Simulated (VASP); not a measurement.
Crystal: BiPd3.

```
Bi Pd
1.0
     0.00000    3.26309    3.26309
     3.26309    0.00000    3.26309
     3.26309    3.26309    0.00000
Bi Pd
1 3
Direct
  0.50000 0.50000 0.50000
  0.75000 0.75000 0.75000
  0.25000 0.25000 0.25000
  0.00000 0.00000 0.00000
```

- Program: VASP 6.6.1
- Task: relaxation of cell and atoms
- Functional: PBEsol
- Potentials or basis: VASP PAW PBE potentials, release 64 (Bi_d, Pd)
- Cutoff: 600 eV
- k mesh: 8 × 8 × 8
- Occupations: fermi-dirac, width 0.08 eV
- Spin: no spin polarisation

At the start: pressure -3.6 GPa; volume 17.37 Å³/atom.

Problem. Where does the relaxation end?

Solution. Over 6 steps the energy falls by 5.1 meV/atom and the volume is 16.93 Å³/atom (-2.6 %); space group Fm-3m (No. 225, to 0.1 Å) before and after.

Step by step:
| step | energy change (eV) | largest force (eV/Å) | pressure (GPa) | volume (Å³) |
| --- | --- | --- | --- | --- |
| 1 | 0.0000 | 0.0000 | -3.60 | 69.49 |
| 2 | 0.0111 | 0.0000 | 5.03 | 65.63 |
| 3 | -0.0205 | 0.0000 | -0.04 | 67.73 |
| 4 | -0.0204 | 0.0000 | 0.04 | 67.69 |
| 5 | -0.0204 | 0.0000 | -0.03 | 67.73 |
| 6 | -0.0205 | 0.0000 | -0.02 | 67.71 |

Final structure:
```yaml
crystal:
  lattice:
    - [0.00000, 3.23507, 3.23507]
    - [3.23507, 0.00000, 3.23507]
    - [3.23507, 3.23507, 0.00000]
  atoms:
    - { symbol: Bi, position: [0.50000, 0.50000, 0.50000] }
    - { symbol: Pd, position: [0.75000, 0.75000, 0.75000] }
    - { symbol: Pd, position: [0.25000, 0.25000, 0.25000] }
    - { symbol: Pd, position: [0.00000, 0.00000, 0.00000] }
```

Caveat: the PAW data sets were made with another functional, which shifts forces and pressure a little.
